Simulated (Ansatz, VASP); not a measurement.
# Two plane-wave programs on PbS

```
Pb S
1.0
     3.71084    0.00000    0.00000
     0.00000    3.71084    0.00000
     0.00000    0.00000    3.65603
Pb S
1 1
Direct
  0.00000 0.00000 0.00000
  0.50000 0.50000 0.50000
```

Alike in both runs: task single point; functional PBEsol; k mesh 10 × 10 × 10; occupations gaussian, width 0.1 eV; no spin polarisation.

|  | VASP | Ansatz |
| --- | --- | --- |
| version | VASP 6.6.1 | Ansatz 0.2.0 |
| potentials or method | VASP PAW PBE potentials, release 64 (Pb_d, S), cutoff 520 eV | scalar-relativistic, plane waves, PAW |
| valence electrons in the cell | 20 | 20 |

```tsv
	VASP	Ansatz	Ansatz less VASP
gap on the k mesh at the Fermi level (eV)	none	none	-
pressure (GPa)	-4.9	-4.9	+0.04
traceless stress, the component that is largest in VASP (GPa)	0.83	0.83	+0.001
```

VASP's potentials were made for PBE, not for PBEsol. A gap of «none» marks a metal or a gap that the smearing closes.

Neither program's run includes spin-orbit coupling.
